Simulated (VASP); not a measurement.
A run of VASP 6.6.1 is set up as follows.

Contents of INCAR:

```
PREC = Accurate
ENCUT = 700
EDIFF = 1E-6
ISMEAR = -1
SIGMA = 0.15
LREAL = F
LASPH = T
NELM = 120
ALGO = Normal
ISIF = 2
LWAVE = F
LCHARG = F
GGA = CA
NBANDS = 16
GGA_COMPAT = F
```

The input KPOINTS:

```
regular mesh
0
Gamma
  24 24 20
```

Contents of POSCAR:

```
TaN
1.0
    2.9068475670      0.0000000000      0.0000000000
   -1.4534237835      2.5174038380      0.0000000000
    0.0000000000      0.0000000000      2.8507712992
Ta N
1 1
Direct
    0.0000000000      0.0000000000      0.5000000000
    0.6666666667      0.3333333333      0.0000000000
```

Potentials or basis: VASP PAW LDA potentials, release 64 (Ta_sv_GW, N).

Command:

```bash
$ cat potpaw_LDA.64/Ta_sv_GW/POTCAR potpaw_LDA.64/N/POTCAR > POTCAR
$ mpirun -np 1 vasp_std > vasp.out
```

Q: Predict the pressure.

A: 1.2 GPa.

Q: Predict the band gap on the k mesh.

A: Zero (bands 9 and 10 overlap by 0.51 eV).

Stress tensor (GPa, compression positive):
```
1.14 0.00 0.00
0.00 1.14 0.00
0.00 0.00 1.29
```

Caveat: spin-orbit coupling is left out, which moves the levels of the heavy elements.
